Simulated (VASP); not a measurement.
# SrI3 (Pm-3m) in VASP: a series of runs

Runs on SrI3. Level: PBE. Tasks: single point, relaxation of cell and atoms.

Program: VASP 6.6.1. These are calculated values, not measurements. Logs are shortened: lines on timing, memory, paths and dates and some standing lists are left out, and cuts for length are marked.

**1. The cell of the first run**

Symmetry: Pm-3m, No. 221, cubic system. The conventional cell has a = 5.354 Å, b = 5.354 Å, c = 5.354 Å, α = 90.00°, β = 90.00°, γ = 90.00°. Within 5.0 Å of Sr (site symmetry m-3m) lie 12 I at 3.79 Å. Within 5.0 Å of I (site symmetry 4/mmm) lie 4 Sr at 3.79 Å and 8 I at 3.79 Å.

The cell was generated, and may not be a known phase.

**2. Single point, PBE**

INCAR reads:

```
ALGO = Normal ; EDIFF = 1E-7
ENCUT = 520 ; GGA = PE
ISIF = 2 ; ISMEAR = 0
LASPH = T ; LCHARG = T
LELF = T ; LREAL = F
LVHAR = T ; LWAVE = F
NBANDS = 24 ; NELM = 80
PREC = Accurate ; SIGMA = 0.1
```

KPOINTS reads:

```
k-points
0
Gamma
  8 8 8
```

POSCAR reads:

```
SrI3
1.0
    5.3543092118      0.0000000000      0.0000000000
    0.0000000000      5.3543092118      0.0000000000
    0.0000000000      0.0000000000      5.3543092118
Sr I
1 3
Direct
    0.0000000000      0.0000000000      0.0000000000
    0.5000000000      0.5000000000      0.0000000000
    0.0000000000      0.5000000000      0.5000000000
    0.5000000000      0.0000000000      0.5000000000
```

Potentials or basis: VASP PAW PBE potentials, release 64 (Sr_sv, I).

On the command line:

```console
cat potpaw_PBE.64/Sr_sv/POTCAR potpaw_PBE.64/I/POTCAR > POTCAR
mpirun -np 1 vasp_std > vasp.out
```

OUTCAR:

```text
EDIFF = 1E-7
   ENCUT = 520
   GGA = PE
   ISIF = 2
   ISMEAR = 0
   LASPH = T
   LREAL = F
   NELM = 80
   PREC = Accurate

 ion  position               nearest neighbor table
   1  0.000  0.000  0.000-   2 3.79   3 3.79   4 3.79   3 3.79   4 3.79   2 3.79   3 3.79   3 3.79
                             2 3.79   4 3.79   4 3.79   2 3.79
   2  0.500  0.500  0.000-   1 3.79   1 3.79   1 3.79   1 3.79
   3  0.000  0.500  0.500-   1 3.79   1 3.79   1 3.79   1 3.79
   4  0.500  0.000  0.500-   1 3.79   1 3.79   1 3.79   1 3.79

  LATTYP: Found a simple cubic cell.
 ALAT       =     5.3543092118

  Lattice vectors:

 A1 = (   5.3543092118,   0.0000000000,   0.0000000000)
 A2 = (   0.0000000000,   5.3543092118,   0.0000000000)
 A3 = (   0.0000000000,   0.0000000000,   5.3543092118)

Analysis of symmetry for initial positions (statically):
=====================================================================
 Subroutine PRICEL returns:
 Original cell was already a primitive cell.

 Routine SETGRP: Setting up the symmetry group for a
 simple cubic supercell.

 Subroutine GETGRP returns: Found 48 space group operations
 (whereof 48 operations were pure point group operations)
 out of a pool of 48 trial point group operations.

The static configuration has the point symmetry O_h .

Analysis of symmetry for dynamics (positions and initial velocities):
=====================================================================
 Subroutine PRICEL returns:
 Original cell was already a primitive cell.

 Routine SETGRP: Setting up the symmetry group for a
 simple cubic supercell.

 Subroutine GETGRP returns: Found 48 space group operations
 (whereof 48 operations were pure point group operations)
 out of a pool of 48 trial point group operations.

The dynamic configuration has the point symmetry O_h .

 Subroutine INISYM returns: Found 48 space group operations
 (whereof 48 operations are pure point group operations),
 and found     1 'primitive' translations

----------------------------------------------------------------------------------------

                                     Primitive cell

  volume of cell :     153.5007

  direct lattice vectors                    reciprocal lattice vectors
     5.354309212  0.000000000  0.000000000     0.186765456  0.000000000  0.000000000
[... 89 lines left out ...]
   NELM   =     80;   NELMIN=  2; NELMDL= -5     # of ELM steps
   EDIFF  = 0.1E-06   stopping-criterion for ELM
   LREAL  =      F    real-space projection
   EDIFFG = 0.1E-05   stopping-criterion for IOM
   NSW    =      0    number of steps for IOM
   IBRION =     -1    ionic relax: 0-MD 1-quasi-New 2-CG
   NFREE  =      0    steps in history (QN), initial steepest desc. (CG)
   ISIF   =      2    stress and relaxation
   ISYM   =      2    0-nonsym 1-usesym 2-fastsym
   POTIM  = 0.5000    time-step for ionic-motion
   TEBEG  =    0.0;   TEEND  =   0.0 temperature during run
   PSTRESS=    0.0 pullay stress
   NELECT =      31.0000    total number of electrons
   NUPDOWN=      -1.0000    fix difference up-down
   EMIN   =  10.00;   EMAX   =-10.00  energy-range for DOS
   EFERMI =   0.00;   METHOD = LEGACY
   ISMEAR =     0;   SIGMA  =   0.10  broadening in eV -4-tet -1-fermi 0-gaus
   EFERMI_NEDOS =   21; number of points for ismear=-14 and -15
   IALGO  =     38    algorithm
   IMIX   =      4    mixing-type and parameters
     AMIX     =   0.40;   BMIX     =  1.00
     AMIX_MAG =   1.60;   BMIX_MAG =  1.00
  volume/ion in A,a.u.               =      38.38       258.97
  Fermi-wavevector in a.u.,A,eV,Ry     =   0.960488  1.815059 12.551881  0.922537
  Thomas-Fermi vector in A             =   2.089777
   LORBIT       =      0    0 simple, 1 ext, 2 COOP (PROOUT), +10 PAW based schemes
   GGA     = PE    functional components
   LHFCALC =     F    Hartree Fock is set to
   AEXX    =    0.0000 exact exchange contribution
   IVDW    =     0    specifies the selected vdW correction
   LEPSILON=     F    determine dielectric tensor
   LRPA    =     F    only Hartree local field effects (RPA)
 non-spin polarized calculation
 Gauss-broadening in eV      SIGMA  =   0.10
  energy-cutoff  :      520.00
  volume of cell :      153.50
 maximum number of plane-waves:      4224
 NGX is ok and might be reduce to    40
   NGX = 19   NGY = 19   NGZ = 19

 number of electron      31.0000005 magnetization

 Free energy of the ion-electron system (eV)
  ---------------------------------------------------
  ext. energy  EPLUGINS =         0.00000000
  ---------------------------------------------------
  free energy    TOTEN  =        -9.73349127 eV

  energy without entropy =       -9.70023552  energy(sigma->0) =       -9.71686339

 E-fermi :   3.4404     XC(G=0):  -8.5240

 val. band max:        3.4302399761   @ k =   0.1250   0.1250   0.1250
 cond. band min:       3.4652684634   @ k =   0.2500   0.2500   0.1250
 fundamental gap:      0.0350284873
 Fermi energy:         3.4404392559

 k-point     1 :       0.0000    0.0000    0.0000
  band No.  band energies     occupation
      1     -32.7253      2.00000
      2     -14.6369      2.00000
      3     -14.6369      2.00000
      4     -14.6369      2.00000
      5      -9.1906      2.00000
      6      -7.8937      2.00000
[... 637 lines left out ...]
     23       9.5159      0.00000
     24       9.8624      0.00000

 [... further k-points ...]

------------------------ aborting loop because EDIFF is reached ----------------------------------------

  FORCE on cell =-STRESS in cart. coord.  units (eV):
  Direction    XX          YY          ZZ          XY          YZ          ZX
  --------------------------------------------------------------------------------------
  -------------------------------------------------------------------------------------
  Total        0.0663300      0.0663300      0.0663300      0.0000000      0.0000000     -0.0000000
  in kB        0.6923258      0.6923258      0.6923258      0.0000000      0.0000000     -0.0000000
  external PRESSURE =       0.6923258 kB  Pullay stress =       0.0000000 kB

 VOLUME and BASIS-vectors are now :
 -----------------------------------------------------------------------------
  energy-cutoff  :      520.00
  volume of cell :      153.50
      direct lattice vectors                 reciprocal lattice vectors
     5.354309212  0.000000000  0.000000000     0.186765456  0.000000000  0.000000000
     0.000000000  5.354309212  0.000000000     0.000000000  0.186765456  0.000000000
     0.000000000  0.000000000  5.354309212     0.000000000  0.000000000  0.186765456

 POSITION                                       TOTAL-FORCE (eV/Angst)
 -----------------------------------------------------------------------------------
      0.00000      0.00000      0.00000         0.000000      0.000000      0.000000
      2.67715      2.67715      0.00000         0.000000      0.000000      0.000000
      0.00000      2.67715      2.67715         0.000000      0.000000      0.000000
      2.67715      0.00000      2.67715         0.000000      0.000000      0.000000
 -----------------------------------------------------------------------------------
    total drift:                                0.000000     -0.000000     -0.000000

  FREE ENERGIE OF THE ION-ELECTRON SYSTEM (eV)
  ---------------------------------------------------
  free  energy   TOTEN  =        -9.7334912737 eV

  energy  without entropy=       -9.7002355151  energy(sigma->0) =       -9.71686339
```

OSZICAR:

```text
N       E                     dE             d eps       ncg     rms          rms(c)
DAV:   1     0.164676092283E+03    0.16468E+03   -0.12364E+04  1680   0.107E+03
DAV:   2     0.220415105960E+01   -0.16247E+03   -0.15445E+03  2296   0.194E+02
DAV:   3    -0.932463891621E+01   -0.11529E+02   -0.11442E+02  2192   0.487E+01
DAV:   4    -0.985840509966E+01   -0.53377E+00   -0.53330E+00  2520   0.987E+00
DAV:   5    -0.986434652286E+01   -0.59414E-02   -0.59409E-02  2216   0.118E+00    0.848E+00
DAV:   6    -0.976274573051E+01    0.10160E+00   -0.10392E-01  2072   0.171E+00    0.504E+00
DAV:   7    -0.973180804317E+01    0.30938E-01   -0.17122E-01  2040   0.230E+00    0.709E-01
DAV:   8    -0.973307436491E+01   -0.12663E-02   -0.27421E-02  2336   0.680E-01    0.367E-01
DAV:   9    -0.973333947171E+01   -0.26511E-03   -0.85233E-04  2160   0.145E-01    0.159E-01
DAV:  10    -0.973348179845E+01   -0.14233E-03   -0.19815E-04  2056   0.753E-02    0.524E-02
DAV:  11    -0.973348714238E+01   -0.53439E-05   -0.22940E-05  2224   0.220E-02    0.299E-02
DAV:  12    -0.973348915470E+01   -0.20123E-05   -0.13546E-05  2000   0.181E-02    0.374E-02
DAV:  13    -0.973349138297E+01   -0.22283E-05   -0.13027E-06  2064   0.583E-03    0.321E-03
DAV:  14    -0.973349166435E+01   -0.28138E-06   -0.14308E-07  1640   0.186E-03    0.362E-03
DAV:  15    -0.973349125655E+01    0.40779E-06   -0.41117E-08  1376   0.111E-03    0.971E-04
DAV:  16    -0.973349127366E+01   -0.17104E-07   -0.68148E-09  1144   0.476E-04
   1 F= -.97334913E+01 E0= -.97168634E+01  d E =-.332558E-01
```

Wall time 97 s (1 thread of Intel Xeon Platinum 8259CL at 2.50GHz (Skylake/Cascade Lake), shared host); peak memory 0.31 GiB.

What came out:

* Free energy: -9.7335 eV
* Pressure: 0.1 GPa
* Band gap on the k mesh: zero (an odd number of electrons rules out a gap without spin polarisation)

Levels at points of the mesh, in eV from the Fermi level:
```csv
k point,band 14,band 15,band 16,band 17,band 18,band 19
"(0.00, 0.00, 0.00)",0.05,0.05,0.05,1.79,2.56,2.56
"(0.50, 0.00, 0.00)",-1.59,-0.39,-0.39,3.47,3.67,4.05
"(0.50, 0.50, 0.00)",-1.67,-0.14,0.18,3.40,3.98,4.85
"(0.50, 0.50, 0.50)",-0.02,0.23,0.23,1.87,3.69,3.69
```

Caveat: spin-orbit coupling is left out, which moves the levels of the heavy elements; an odd number of electrons without spin polarisation forces a metal; a magnetic or distorted state may lie lower.

**3. Relaxation of cell and atoms, PBE**

This run uses another cell than the first one, of 40.32 Å³/atom.

INCAR reads:

```
ALGO     = Normal         # electronic algorithm
EDIFF    = 1E-6           # SCF threshold, eV
EDIFFG   = -0.01          # ionic threshold
ENCUT    = 600            # plane-wave cutoff, eV
GGA      = PE             # functional
IBRION   = 2              # ionic algorithm
ISIF     = 3              # what is computed and relaxed
ISMEAR   = 0              # smearing method
LASPH    = T              # aspherical terms in the spheres
LCHARG   = F              # write CHGCAR
LREAL    = F              # projectors in reciprocal space
LWAVE    = F              # write WAVECAR
NELM     = 100            # most SCF steps
NSW      = 100            # ionic steps
PREC     = Accurate       # precision mode
SIGMA    = 0.1            # smearing width, eV
```

KPOINTS is that of step 2.

POSCAR reads:

```
SrI3
1.0
    5.4432138000      0.0000000000      0.0000000000
    0.0000000000      5.4432138000      0.0000000000
    0.0000000000      0.0000000000      5.4432138000
Sr I
1 3
Direct
    0.0000000000      0.0000000000      0.0000000000
    0.5000000000      0.5000000000      0.0000000000
    0.0000000000      0.5000000000      0.5000000000
    0.5000000000      0.0000000000      0.5000000000
```

Potentials or basis: VASP PAW PBE potentials, release 64 (Sr_sv, I).

On the command line:

```console
cat potpaw_PBE.64/Sr_sv/POTCAR potpaw_PBE.64/I/POTCAR > POTCAR
mpirun -np 1 vasp_std > vasp.out
```

Wall time 3.8 min (1 thread of Intel Xeon Platinum 8259CL at 2.50GHz (Skylake/Cascade Lake), shared host); peak memory 0.42 GiB.

Results (log left out):

| Quantity | Value |
| --- | --- |
| Free energy | -9.7337 eV |
| Relaxed volume | 38.50 Å³/atom |
| Relaxed cell | a = 5.360 Å, b = 5.360 Å, c = 5.360 Å, α = 90.00°, β = 90.00°, γ = 90.00° |
| Space group after relaxing (to 0.1 Å) | Pm-3m (No. 221) |
| Energy gained by relaxing | 5.5 meV/atom |
| Ionic steps | 3 |
| Pressure after relaxing | 0.0 GPa |
| Band gap on the k mesh | zero (an odd number of electrons rules out a gap without spin polarisation) |

Step by step:
| step | energy change (eV) | largest force (eV/Å) | pressure (GPa) | volume (Å³) |
| --- | --- | --- | --- | --- |
| 1 | 0.0000 | 0.0000 | -0.93 | 161.27 |
| 2 | -0.0204 | 0.0000 | -0.27 | 155.89 |
| 3 | -0.0220 | 0.0000 | 0.00 | 154.02 |

Final structure:
```yaml
crystal:
  lattice:
    - [5.36031, 0.00000, 0.00000]
    - [0.00000, 5.36031, 0.00000]
    - [0.00000, 0.00000, 5.36031]
  atoms:
    - { symbol: Sr, position: [0.00000, 0.00000, 0.00000] }
    - { symbol: I, position: [0.50000, 0.50000, 0.00000] }
    - { symbol: I, position: [0.00000, 0.50000, 0.50000] }
    - { symbol: I, position: [0.50000, 0.00000, 0.50000] }
```

Levels at points of the mesh, in eV from the Fermi level:
| k point | band 13 | band 14 | band 15 | band 16 | band 17 | band 18 | band 19 |
| --- | --- | --- | --- | --- | --- | --- | --- |
| (0.00, 0.00, 0.00) | -1.29 | 0.05 | 0.05 | 0.05 | 1.79 | 2.56 | 2.56 |
| (0.50, 0.00, 0.00) | -1.93 | -1.58 | -0.38 | -0.38 | 3.47 | 3.66 | 4.05 |
| (0.50, 0.50, 0.00) | -2.07 | -1.66 | -0.14 | 0.18 | 3.40 | 3.98 | 4.84 |
| (0.50, 0.50, 0.50) | -0.02 | -0.02 | 0.22 | 0.22 | 1.87 | 3.69 | 3.69 |

Caveat: spin-orbit coupling is left out, which moves the levels of the heavy elements; an odd number of electrons without spin polarisation forces a metal; a magnetic or distorted state may lie lower.

The gap in the log of VASP goes by the Fermi energy; the results here count the filled bands.